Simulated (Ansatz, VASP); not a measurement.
**As in VASP and in Ansatz**

```
CELL_PARAMETERS angstrom
1.86817 1.07859 3.49048
-1.86817 1.07859 3.49048
0.00000 -2.15718 3.49048
ATOMIC_POSITIONS crystal
As 0.22600 0.22600 0.22600
As 0.77400 0.77400 0.77400
```

Change from the starting cell: volume scaled by 0.98.

Alike in both runs: task single point; functional PBEsol; k mesh 9 × 9 × 9; occupations fermi-dirac, width 0.05 eV; no spin polarisation.

|  | VASP | Ansatz |
| --- | --- | --- |
| version | VASP 6.6.1 | Ansatz 0.2.0 |
| potentials or method | VASP PAW PBE potentials, release 64 (As), cutoff 520 eV | all-electron LAPW, scalar-relativistic |

Ansatz gave:

- gap on the k mesh at the Fermi level (eV): none
- pressure (GPa): 1.9
- traceless stress, the component that is largest in VASP (GPa): -0.87
- rms of the force components (eV/Å): 0.293

**Question.** Which values does VASP return?

**Answer.** gap on the k mesh at the Fermi level (eV): none; pressure (GPa): 2.4; traceless stress, the component that is largest in VASP (GPa): -1.01; rms of the force components (eV/Å): 0.339.

VASP's potentials were made for PBE, not for PBEsol. Atom by atom the forces differ by 0.045 eV/Å (rms over components). A gap of «none» marks a metal or a gap that the smearing closes. Ansatz ran all-electron here, and VASP with PAW potentials.
